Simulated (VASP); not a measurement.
# Si (a cell with a defect) in VASP: further runs, part 2 of 2

VASP 6.6.1. The steps go on from the part before.

## Step 3: Single point, PBE

Contents of INCAR:

```
PREC     = Accurate       # precision mode
ENCUT    = 520            # plane-wave cutoff, eV
EDIFF    = 1E-7           # SCF threshold, eV
ISMEAR   = 0              # smearing method
SIGMA    = 0.02           # smearing width, eV
LREAL    = Auto         
LASPH    = True           # aspherical terms in the spheres
NELM     = 80             # most SCF steps
ALGO     = Normal         # electronic algorithm
ISIF     = 2              # what is computed and relaxed
LWAVE    = False          # write WAVECAR
LCHARG   = True           # write CHGCAR
GGA      = PE             # functional
LELF     = True           # ELF
LVHAR    = True         
NELECT   = 126.0        
NBANDS   = 83             # bands
```

Contents of KPOINTS:

```
Automatic mesh
0
Gamma
  2 2 2
  0.5 0.5 0.5
```

Contents of POSCAR:

```
Si
1.0
    5.4700937548      5.4700937548      5.4700937548
    5.4700937548     -5.4700937548     -5.4700937548
   -5.4700937548      5.4700937548     -5.4700937548
Si
31
Direct
    0.5535619929      0.7500850413      0.2500596080
   -0.0078930091      0.7499882422      0.0020490508
    0.7496096381      0.4995773606      0.4944120012
    0.2509460645      0.7499972914      0.7487017926
   -0.0078820404      0.5020367334      0.2499917847
    0.5055231453      0.7500163039      0.4885268187
    0.2670501760      0.5115114339      0.0115065669
    0.7522414943      0.2512945960      0.7512954410
    0.0000265992      0.2448691119      0.5004339272
    0.5051682154      0.5055543148      0.7551150282
    0.7496020514     -0.0055881126     -0.0004224790
    0.2509468871      0.2487014046      0.2499980917
    0.5051822919      0.2551299964      0.0055643470
    0.0000351914      0.0004388407      0.7448843078
    0.2400035646     -0.0020897265      0.4979137693
    0.5055094344     -0.0114638803      0.2500113456
    0.7450730614      0.7499590837      0.0242337711
    0.5015641638      0.5014923186      0.5011442441
   -0.0014496095      0.7499978399      0.7505650148
    0.7451077957      0.5242450365      0.2499714011
    0.2526459439      0.7499896133      0.4960414979
    0.0066262118      0.5039536110      0.0039566964
    0.4979594724      0.2494136410      0.7494142119
    0.7500674913      0.2496847515      0.4985145817
    0.2504116129      0.4988433695      0.7503326605
    0.5015588622      0.0011508944      0.0014905595
   -0.0014467759      0.2505567658      0.2499984573
    0.2504224903      0.2503432412     -0.0011483350
    0.7500706905     -0.0014849837      0.7496869677
   -0.0292154956     -0.0242483047      0.4757640576
    0.2526389056     -0.0039561479      0.2499926073
```

Potentials or basis: VASP PAW PBE potentials, release 64 (Si).

The run is started by

```sh
cat potpaw_PBE.64/Si/POTCAR > POTCAR
mpirun -np 1 vasp_std > vasp.out
```

OUTCAR:

```text
PREC = Accurate
   ENCUT = 520
   EDIFF = 1E-7
   ISMEAR = 0
   LREAL = Auto
   LASPH = True
   NELM = 80
   ISIF = 2
   GGA = PE
   NELECT = 126.0

 ion  position               nearest neighbor table
   1  0.554  0.750  0.250-  16 2.45   6 2.45   7 2.45
   2  0.992  0.750  0.002-  31 2.39  22 2.39  19 2.40  17 2.42
   3  0.750  0.500  0.494-  18 2.38  24 2.38  19 2.39  20 2.39
   4  0.251  0.750  0.749-  26 2.38  25 2.38  19 2.40  21 2.40
   5  0.992  0.502  0.250-  21 2.39  22 2.39  27 2.40  20 2.42
   6  0.506  0.750  0.489-  29 2.39  18 2.39  21 2.42   1 2.45
   7  0.267  0.512  0.012-  25 2.39  28 2.39  22 2.42   1 2.45
   8  0.752  0.251  0.751-  24 2.38  29 2.38  23 2.40  22 2.40
   9  0.000  0.245  0.500-  24 2.38  25 2.38  27 2.39  30 2.39
  10  0.505  0.506  0.755-  25 2.38  18 2.38  23 2.39  17 2.39
  11  0.750  0.994  1.000-  26 2.38  29 2.38  27 2.39  17 2.39
  12  0.251  0.249  0.250-  18 2.38  28 2.38  27 2.40  31 2.40
  13  0.505  0.255  0.006-  28 2.38  26 2.38  23 2.39  20 2.39
  14  0.000  0.000  0.745-  29 2.38  28 2.38  19 2.39  30 2.39
  15  0.240  0.998  0.498-  31 2.39  21 2.39  23 2.40  30 2.42
  16  0.506  0.989  0.250-  24 2.39  26 2.39  31 2.42   1 2.45
  17  0.745  0.750  0.024-  10 2.39  11 2.39   2 2.42
  18  0.502  0.501  0.501-   3 2.38  10 2.38  12 2.38   6 2.39
  19  0.999  0.750  0.751-   3 2.39  14 2.39   4 2.40   2 2.40
  20  0.745  0.524  0.250-  13 2.39   3 2.39   5 2.42
  21  0.253  0.750  0.496-   5 2.39  15 2.39   4 2.40   6 2.42
  22  0.007  0.504  0.004-   5 2.39   2 2.39   8 2.40   7 2.42
  23  0.498  0.249  0.749-  13 2.39  10 2.39   8 2.40  15 2.40
  24  0.750  0.250  0.499-   9 2.38   3 2.38   8 2.38  16 2.39
  25  0.250  0.499  0.750-  10 2.38   9 2.38   4 2.38   7 2.39
  26  0.502  0.001  0.001-  11 2.38  13 2.38   4 2.38  16 2.39
  27  0.999  0.251  0.250-  11 2.39   9 2.39  12 2.40   5 2.40
  28  0.250  0.250  0.999-  13 2.38  14 2.38  12 2.38   7 2.39
  29  0.750  0.999  0.750-  14 2.38  11 2.38   8 2.38   6 2.39
  30  0.971  0.976  0.476-  14 2.39   9 2.39  15 2.42
  31  0.253  0.996  0.250-   2 2.39  15 2.39  12 2.40  16 2.42

  LATTYP: Found a body centered cubic cell.
 ALAT       =    10.9401875096

  Lattice vectors:

 A1 = (   5.4700937548,   5.4700937548,   5.4700937548)
 A2 = (   5.4700937548,  -5.4700937548,  -5.4700937548)
 A3 = (  -5.4700937548,   5.4700937548,  -5.4700937548)
[... 193 lines left out ...]
   LEPSILON=     F    determine dielectric tensor
   LRPA    =     F    only Hartree local field effects (RPA)
 non-spin polarized calculation
 Gauss-broadening in eV      SIGMA  =   0.02
  energy-cutoff  :      520.00
  volume of cell :      654.70
 maximum number of plane-waves:     17628
 NGX is ok and might be reduce to    70
   NGX = 35   NGY = 35   NGZ = 35

 number of electron     126.0000003 magnetization

 Free energy of the ion-electron system (eV)
  ---------------------------------------------------
  ext. energy  EPLUGINS =         0.00000000
  ---------------------------------------------------
  free energy    TOTEN  =      -153.02613390 eV

  energy without entropy =     -153.01842147  energy(sigma->0) =     -153.02227768

 E-fermi :   5.5927     XC(G=0):  -9.3023

 val. band max:        5.5868676840   @ k =  -0.2500   0.2500   0.2500
 cond. band min:       5.7199469666   @ k =   0.2500   0.2500   0.2500
 fundamental gap:      0.1330792826
 Fermi energy:         5.5927054831

 k-point     1 :       0.2500    0.2500    0.2500
  band No.  band energies     occupation
      1      -5.6379      2.00000
      2      -5.6378      2.00000
      3      -5.6158      2.00000
      4      -5.3801      2.00000
      5      -3.8307      2.00000
      6      -3.8307      2.00000
[... 301 lines left out ...]
     74       7.7019      0.00000
     75       7.8013      0.00000
 [bands above 75 left out]

------------------------ aborting loop because EDIFF is reached ----------------------------------------

  FORCE on cell =-STRESS in cart. coord.  units (eV):
  Direction    XX          YY          ZZ          XY          YZ          ZX
  --------------------------------------------------------------------------------------
  -------------------------------------------------------------------------------------
  Total        8.8069661      8.8207825      8.8578276     -1.8557833     -1.8218578     -1.8307607
  in kB       21.5522496     21.5860606     21.6767169     -4.5414396     -4.4584178     -4.4802047
  external PRESSURE =      21.6050090 kB  Pullay stress =       0.0000000 kB

 VOLUME and BASIS-vectors are now :
 -----------------------------------------------------------------------------
  energy-cutoff  :      520.00
  volume of cell :      654.70
      direct lattice vectors                 reciprocal lattice vectors
     5.470093755  5.470093755  5.470093755     0.091406112  0.091406112  0.000000000
     5.470093755 -5.470093755 -5.470093755     0.091406112  0.000000000 -0.091406112
    -5.470093755  5.470093755 -5.470093755     0.000000000  0.091406112 -0.091406112

 POSITION                                       TOTAL-FORCE (eV/Angst)
 -----------------------------------------------------------------------------------
      5.76322      0.29285     -2.44285        -0.134675     -0.135144     -0.137580
      9.51822      1.33562      1.31320         0.021690      0.004049      0.019006
      4.12869      4.07218     -1.33678         0.015777     -0.003855      0.004310
      1.37979      1.36561     -6.82533        -0.002681      0.000558     -0.002617
      6.80569      4.04827      1.31331         0.003568      0.022141      0.019260
      4.19563      1.33489     -4.00969        -0.035864     -0.014066     -0.036307
[... 23 lines left out ...]
      8.04526      2.57530     -2.62965         0.032042      0.032276      0.052939
      5.46293     -2.69901     -5.43398         0.003367     -0.006160     -0.009356
 -----------------------------------------------------------------------------------
    total drift:                               -0.008740     -0.008609      0.002498

  FREE ENERGIE OF THE ION-ELECTRON SYSTEM (eV)
  ---------------------------------------------------
  free  energy   TOTEN  =      -153.0261338991 eV

  energy  without entropy=     -153.0184214651  energy(sigma->0) =     -153.02227768
```

OSZICAR:

```text
N       E                     dE             d eps       ncg     rms          rms(c)
DAV:   1     0.341182464159E+03    0.34118E+03   -0.47906E+04   664   0.125E+03
DAV:   2    -0.122368471615E+03   -0.46355E+03   -0.43980E+03   796   0.178E+02
DAV:   3    -0.155023298332E+03   -0.32655E+02   -0.32029E+02   816   0.423E+01
DAV:   4    -0.155769302544E+03   -0.74600E+00   -0.74031E+00   808   0.792E+00
DAV:   5    -0.155791181355E+03   -0.21879E-01   -0.21836E-01   808   0.131E+00    0.177E+01
DAV:   6    -0.153734639776E+03    0.20565E+01   -0.14780E+00   762   0.269E+00    0.108E+01
DAV:   7    -0.153010862290E+03    0.72378E+00   -0.20383E+00   792   0.328E+00    0.776E-01
DAV:   8    -0.153019948088E+03   -0.90858E-02   -0.15445E-01   738   0.105E+00    0.460E-01
DAV:   9    -0.153024395642E+03   -0.44476E-02   -0.12739E-02   792   0.304E-01    0.241E-01
DAV:  10    -0.153025554132E+03   -0.11585E-02   -0.16277E-03   746   0.114E-01    0.135E-01
DAV:  11    -0.153025914643E+03   -0.36051E-03   -0.34467E-04   760   0.545E-02    0.813E-02
DAV:  12    -0.153026123267E+03   -0.20862E-03   -0.30736E-04   682   0.522E-02    0.272E-02
DAV:  13    -0.153026130633E+03   -0.73659E-05   -0.15231E-05   848   0.104E-02    0.153E-02
DAV:  14    -0.153026133102E+03   -0.24692E-05   -0.26035E-06   762   0.464E-03    0.666E-03
DAV:  15    -0.153026133627E+03   -0.52461E-06   -0.12135E-06   704   0.320E-03    0.209E-03
DAV:  16    -0.153026133746E+03   -0.11972E-06   -0.10257E-07   445   0.954E-04    0.108E-03
DAV:  17    -0.153026133956E+03   -0.20955E-06   -0.16288E-07   426   0.123E-03    0.958E-04
DAV:  18    -0.153026133899E+03    0.56846E-07   -0.12367E-08   344   0.343E-04
   1 F= -.15302613E+03 E0= -.15302228E+03  d E =-.771243E-02
```

Run time: 6.6 min. Hardware: 1 thread of Intel Xeon Platinum 8488C (Sapphire Rapids), shared host; peak memory 0.68 GiB.

What came out:

| Item | Value |
| --- | --- |
| Free energy | -153.0261 eV |
| Largest force | 0.235 eV/Å |

Forces in eV/Å, atoms in the order of the input:
```
Si  -0.135 -0.135 -0.138
Si   0.022  0.004  0.019
Si   0.016 -0.004  0.004
Si  -0.003  0.001 -0.003
Si   0.004  0.022  0.019
Si  -0.036 -0.014 -0.036
Si  -0.035 -0.035 -0.013
Si  -0.001 -0.001  0.000
Si  -0.006  0.007  0.020
Si   0.005  0.015 -0.003
Si  -0.004  0.016  0.004
Si   0.000 -0.003 -0.003
Si   0.015  0.006 -0.003
Si   0.007 -0.006  0.020
Si   0.024  0.024  0.004
Si  -0.015 -0.036 -0.037
Si   0.033  0.053  0.034
Si   0.003  0.002  0.002
Si   0.005  0.007  0.007
Si   0.054  0.034  0.034
Si  -0.006  0.003 -0.009
Si  -0.009 -0.009  0.003
Si   0.007  0.007  0.006
Si   0.001  0.001  0.005
Si   0.002  0.005  0.001
Si   0.002  0.003  0.002
Si   0.007  0.005  0.007
Si   0.005  0.002  0.001
Si   0.001  0.001  0.005
Si   0.032  0.032  0.053
Si   0.003 -0.006 -0.009
```

Levels at points of the mesh, in eV from the Fermi level:
```
           k point  band 61  band 62  band 63  band 64  band 65  band 66  band 67  band 68
(0.25, 0.25, 0.25)    -0.90     0.13     0.13     0.19     1.18     1.18     1.26     1.26
```

Caveat: the k points lie up to 0.41 Å⁻¹ apart; the cell carries a net charge on a neutralising background, which shifts energy and pressure; the cell is charged against a uniform background, so pressure and absolute levels hang on convention.
